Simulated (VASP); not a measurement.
Set up this calculation in VASP 6.6.1, as the native input.

```
Task                   : single point
Functional             : PBE
Potentials or basis    : VASP PAW PBE potentials, release 64 (Ba_sv, Ti_sv, O)
Cutoff                 : 520 eV
k mesh                 : 8 × 8 × 8
Occupations            : gaussian, width 0.05 eV
Spin                   : no spin polarisation
Hubbard terms          : Ti d U = 4.0 eV
Dipole correction      : no
Further INCAR settings : ALGO = Normal; EDIFF = 1e-07; NBANDS = 28
```

The structure of BaTiO3 lies in POSCAR:

```
BaTiO3
1.0
    3.9281302568      0.0000000000      0.0000000000
    0.0000000000      3.9281302568      0.0000000000
    0.0000000000      0.0000000000      3.9281302568
Ba Ti O
1 1 3
Direct
    0.5001142594      0.5000000000      0.5000000000
    0.0042288083      0.0000000000      0.0000000000
    0.4931245915      0.0000000000      0.0000000000
   -0.0033786990      0.5000000000      0.0000000000
   -0.0033786990      0.0000000000      0.5000000000
```

This cell differs from its parent crystal: atoms displaced along a vibrational mode, the cell strained.

These files were run (other wordings do the same):

INCAR

```
  PREC = Accurate
  ENCUT = 520
  EDIFF = 1E-7
  ISMEAR = 0
  SIGMA = 0.05
  LREAL = F
  LASPH = T
  NELM = 150
  ALGO = Normal
  ISIF = 2
  LWAVE = F
  LCHARG = F
  LMAXMIX = 4
  LDAU = T
  LDAUTYPE = 2
  LDAUL = -1 2 -1
  LDAUU = 0 4 0
  LDAUJ = 0 0 0
  LDAUPRINT = 1
  GGA = PE
  NBANDS = 28
```

KPOINTS

```
Automatic mesh
0
Gamma
  8 8 8
```

Potentials or basis: VASP PAW PBE potentials, release 64 (Ba_sv, Ti_sv, O).

Run with:

```sh
$ cat potpaw_PBE.64/Ba_sv/POTCAR potpaw_PBE.64/Ti_sv/POTCAR potpaw_PBE.64/O/POTCAR > POTCAR
$ mpirun -np 1 vasp_std > vasp.out
```

It gave:

```
Pressure               : 19.2 GPa
Largest force          : 0.331 eV/Å
Band gap on the k mesh : 2.35 eV (least direct gap 2.50 eV)
```

Caveat: the cell differs from its parent crystal (atoms displaced along a vibrational mode, the cell strained); the cell stands under pressure; spin-orbit coupling is left out, which moves the levels of the heavy elements.

Run time: 110 s on 1 thread of Intel(R) Xeon(R) Platinum 8259CL CPU @ 2.50GHz (Skylake/Cascade Lake), on a shared host, peak memory 0.26 GiB.
